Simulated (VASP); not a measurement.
# CoO (Fm-3m) in VASP: a series of runs, part 2 of 2

VASP 6.6.1. The steps go on from the part before.

### 4 Single point, PBE+U, collinear spin, ferromagnetic start

Contents of INCAR:

```
SYSTEM = CoO
ALGO = Normal ; EDIFF = 1E-6
ENCUT = 520 ; GGA = PE
ISIF = 2 ; ISMEAR = 0
ISPIN = 2 ; LASPH = .TRUE.
LCHARG = .TRUE. ; LDAU = .TRUE.
LDAUJ = 0 0 ; LDAUL = 2 -1
LDAUPRINT = 1 ; LDAUTYPE = 2
LDAUU = 3.3 0 ; LELF = .TRUE.
LMAXMIX = 4 ; LORBIT = 11
LREAL = .FALSE. ; LVHAR = .TRUE.
LWAVE = .FALSE. ; MAGMOM = 3 0
NBANDS = 18 ; NELM = 150
PREC = Accurate ; SIGMA = 0.05
```

Contents of KPOINTS:

```
k-points
0
G
  10 10 10
  0 0 0
```

Contents of POSCAR:

```
CoO
1.0
    0.0000000000      2.1315000000      2.1315000000
    2.1315000000      0.0000000000      2.1315000000
    2.1315000000      2.1315000000      0.0000000000
Co O
1 1
Direct
    0.0000000000      0.0000000000      0.0000000000
    0.5000000000      0.5000000000      0.5000000000
```

Potentials or basis: VASP PAW PBE potentials, release 64 (Co, O).

Run with:

```
cat potpaw_PBE.64/Co/POTCAR potpaw_PBE.64/O/POTCAR > POTCAR
mpirun -np 1 vasp_std > vasp.out
```

OUTCAR:

```text
SYSTEM = CoO
   EDIFF = 1E-6
   ENCUT = 520
   GGA = PE
   ISIF = 2
   ISMEAR = 0
   ISPIN = 2
   LASPH = .TRUE.
   LORBIT = 11
   LREAL = .FALSE.
   NELM = 150
   PREC = Accurate

 ion  position               nearest neighbor table
   1  0.000  0.000  0.000-   2 2.13   2 2.13   2 2.13   2 2.13   2 2.13   2 2.13
   2  0.500  0.500  0.500-   1 2.13   1 2.13   1 2.13   1 2.13   1 2.13   1 2.13

  LATTYP: Found a face centered cubic cell.
 ALAT       =     4.2630000000

  Lattice vectors:

 A1 = (   0.0000000000,   2.1315000000,   2.1315000000)
 A2 = (   2.1315000000,   0.0000000000,   2.1315000000)
 A3 = (   2.1315000000,   2.1315000000,   0.0000000000)
[... 1259 lines left out ...]

 VOLUME and BASIS-vectors are now :
 -----------------------------------------------------------------------------
  energy-cutoff  :      520.00
  volume of cell :       19.37
      direct lattice vectors                 reciprocal lattice vectors
     0.000000000  2.131500000  2.131500000    -0.234576589  0.234576589  0.234576589
     2.131500000  0.000000000  2.131500000     0.234576589 -0.234576589  0.234576589
     2.131500000  2.131500000  0.000000000     0.234576589  0.234576589 -0.234576589

 POSITION                                       TOTAL-FORCE (eV/Angst)
 -----------------------------------------------------------------------------------
      0.00000      0.00000      0.00000        -0.000000     -0.000000     -0.000000
      2.13150      2.13150      2.13150         0.000000      0.000000      0.000000
 -----------------------------------------------------------------------------------
    total drift:                                0.000000     -0.000000     -0.000000

  FREE ENERGIE OF THE ION-ELECTRON SYSTEM (eV)
  ---------------------------------------------------
  free  energy   TOTEN  =       -11.3011825377 eV

  energy  without entropy=      -11.2949796848  energy(sigma->0) =      -11.29808111

 total charge

# of ion       s       p       d       tot
------------------------------------------
    1        0.296   0.360   7.137   7.794
    2        1.553   3.447   0.000   4.999
--------------------------------------------------
tot          1.849   3.807   7.137  12.793

 magnetization (x)

# of ion       s       p       d       tot
------------------------------------------
    1        0.021   0.018   2.692   2.730
    2        0.023   0.233   0.000   0.257
--------------------------------------------------
tot          0.044   0.251   2.692   2.987
```

OSZICAR:

```text
N       E                     dE             d eps       ncg     rms          rms(c)
DAV:   1     0.833849459880E+02    0.83385E+02   -0.70425E+03  3480   0.101E+03
DAV:   2    -0.808334967043E+01   -0.91468E+02   -0.78564E+02  3594   0.226E+02
DAV:   3    -0.133672003890E+02   -0.52839E+01   -0.51948E+01  3844   0.583E+01
DAV:   4    -0.134201664063E+02   -0.52966E-01   -0.52934E-01  4024   0.562E+00
DAV:   5    -0.134212509464E+02   -0.10845E-02   -0.10844E-02  4102   0.807E-01    0.153E+01
DAV:   6    -0.119489471938E+02    0.14723E+01   -0.15492E+01  4236   0.637E+01    0.182E+01
DAV:   7    -0.112806289816E+02    0.66832E+00   -0.48196E+00  3956   0.423E+01    0.835E+00
DAV:   8    -0.112994853465E+02   -0.18856E-01   -0.27514E-01  4084   0.990E+00    0.451E+00
DAV:   9    -0.113224646971E+02   -0.22979E-01   -0.28134E-01  5114   0.896E+00    0.204E+00
DAV:  10    -0.113008093497E+02    0.21655E-01   -0.79240E-02  4746   0.552E+00    0.267E-01
DAV:  11    -0.113013051194E+02   -0.49577E-03   -0.12814E-02  4634   0.136E+00    0.164E-01
DAV:  12    -0.113012364523E+02    0.68667E-04   -0.79561E-04  4096   0.350E-01    0.100E-01
DAV:  13    -0.113011668449E+02    0.69607E-04   -0.27773E-04  4960   0.272E-01    0.348E-02
DAV:  14    -0.113011824324E+02   -0.15587E-04   -0.44501E-05  4082   0.759E-02    0.272E-02
DAV:  15    -0.113011825377E+02   -0.10527E-06   -0.37875E-06  3820   0.402E-02
   1 F= -.11301183E+02 E0= -.11298081E+02  d E =-.620285E-02  mag=     3.0005
```

stdout:

```text
POSCAR found type information on POSCAR CoO
 POSCAR found :  2 types and       2 ions
 scaLAPACK will be used
 LDA part: xc-table for (Slater+PW92), standard interpolation
 POSCAR, INCAR and KPOINTS ok, starting setup
 FFT: planning ... GRIDC
 FFT: planning ... GRID_SOFT
 FFT: planning ... GRID
 WAVECAR not read
 entering main loop
```

Run time: 13 s. Hardware: 1 thread of Intel Xeon 6975P-C (Granite Rapids), shared host; peak memory 0.16 GiB.

What came out:

| Quantity | Value |
| --- | --- |
| Free energy | -11.3012 eV |
| Pressure | -2.4 GPa |
| Band gap on the k mesh | zero (filled and empty bands overlap) |
| Net moment | 3.00 μB per cell |
| Site moments | Co +2.73; O +0.26 μB |
| Valence electrons inside the program's atomic spheres | Co 7.79; O 5.00 |

Eigenvalues of the final occupation matrices:
```csv
site,spin,trace,eigenvalues
site 1 d,1,4.93,0.97 0.97 0.97 1.01 1.01
site 1 d,2,2.23,0.14 0.14 0.65 0.65 0.65
```

Caveat: a cell with one magnetic atom can't hold antiferromagnetic order, which such compounds often take. The state reached can hang on the start; a lower one may exist.

### 5 Single point, PBE+U, collinear spin, ferromagnetic start (10.12 Å³/atom)

This run uses another cell than the first one, of 10.12 Å³/atom.

Contents of INCAR:

```
SYSTEM = CoO
PREC = Accurate
ENCUT = 520
EDIFF = 1E-6
ISMEAR = 0
SIGMA = 0.05
LREAL = .False.
LASPH = .True.
NELM = 150
ALGO = Normal
ISIF = 2
LWAVE = .False.
LCHARG = .True.
ISPIN = 2
MAGMOM = 2.88 0.24
LORBIT = 11
LMAXMIX = 4
LDAU = .True.
LDAUTYPE = 2
LDAUL = 2 -1
LDAUU = 3.3 0
LDAUJ = 0 0
LDAUPRINT = 1
GGA = PE
LELF = .True.
LVHAR = .True.
NBANDS = 18
```

Contents of KPOINTS:

```
regular mesh
0
Gamma
  10 10 10
  0 0 0
```

Contents of POSCAR:

```
CoO
1.0
    0.0000000000      2.1628257023      2.1628257023
    2.1628257023      0.0000000000      2.1628257023
    2.1628257023      2.1628257023      0.0000000000
Co O
1 1
Direct
    0.0000000000      0.0000000000      0.0000000000
    0.5000000000      0.5000000000      0.5000000000
```

Run with:

```
cat potpaw_PBE.64/Co/POTCAR potpaw_PBE.64/O/POTCAR > POTCAR
mpirun -np 1 vasp_std > vasp.out
```

Run time: 14 s. Hardware: 1 thread of Intel Xeon 6975P-C (Granite Rapids), shared host; peak memory 0.16 GiB.

Results (log left out):

| Property | Result |
| --- | --- |
| Free energy | -11.2712 eV |
| Pressure | -9.0 GPa |
| Band gap on the k mesh | zero (filled and empty bands overlap) |
| Net moment | 3.00 μB per cell |
| Site moments | Co +2.73; O +0.25 μB |
| Valence electrons inside the program's atomic spheres | Co 7.73; O 4.97 |

Levels at points of the mesh, in eV from the Fermi level:
Spin up:
```csv
k point,band 7,band 8,band 9,band 10,band 11,band 12
"(0.00, 0.00, 0.00)",-2.21,-2.21,-2.21,1.36,17.30,17.46
"(0.50, 0.00, 0.00)",-2.62,-0.20,-0.20,5.55,9.49,13.66
"(0.50, 0.50, 0.00)",-3.39,-3.25,-3.25,6.05,10.20,11.28
```
Spin down:
| k point | band 2 | band 3 | band 4 | band 5 | band 6 | band 7 | band 8 | band 9 | band 10 | band 11 |
| --- | --- | --- | --- | --- | --- | --- | --- | --- | --- | --- |
| (0.00, 0.00, 0.00) | -1.74 | -1.74 | -1.74 | -1.04 | -1.04 | -1.04 | 1.84 | 1.84 | 1.87 | 17.15 |
| (0.50, 0.00, 0.00) | -6.64 | -3.44 | -3.44 | -0.09 | -0.09 | 0.19 | 4.04 | 4.04 | 5.80 | 10.27 |
| (0.50, 0.50, 0.00) | -5.42 | -2.94 | -2.94 | -2.01 | 0.03 | 0.03 | 2.29 | 2.61 | 6.99 | 10.59 |

Eigenvalues of the final occupation matrices:
| site | spin | trace | eigenvalues |
| --- | --- | --- | --- |
| site 1 d | 1 | 4.91 | 0.97 0.97 0.97 1.01 1.01 |
| site 1 d | 2 | 2.22 | 0.13 0.13 0.65 0.65 0.65 |

Caveat: the cell stands under tension; a cell with one magnetic atom can't hold antiferromagnetic order, which such compounds often take.

### 6 Summary

```csv
spin,cell,k mesh,gap on the mesh (eV),pressure (GPa),moment (μB)
"collinear, ferromagnetic start","a = 3.014 Å, angles 60.0°, 2 atoms, atomic positions A",6 × 6 × 6,none,-2.4,3.00
"collinear, antiferromagnetic start","a = 3.059, b = 3.059, c = 4.326 Å, 4 atoms, atomic positions B",5 × 5 × 3,0.72,-3.1,0.00
"collinear, ferromagnetic start","a = 3.014 Å, angles 60.0°, 2 atoms, atomic positions A",10 × 10 × 10,none,-2.4,3.00
"collinear, ferromagnetic start","a = 3.059 Å, angles 60.0°, 2 atoms, atomic positions A",10 × 10 × 10,none,-9.0,3.00
```

Alike in all rows: task single point; level PBE+U; potentials or basis VASP PAW PBE potentials, release 64 (Co, O); Co d U = 3.3 eV; cutoff (eV) 520; smearing gaussian 0.05 eV.

Caveats: some runs use coarse meshes; a cell with one magnetic atom can't hold antiferromagnetic order, which such compounds often take (at least some runs); an odd mesh through Γ misses points on the zone boundary, where band edges can lie (at least some runs); the cell stands under tension (at least some runs).

Absolute energies hang on the potentials; compare differences alone.
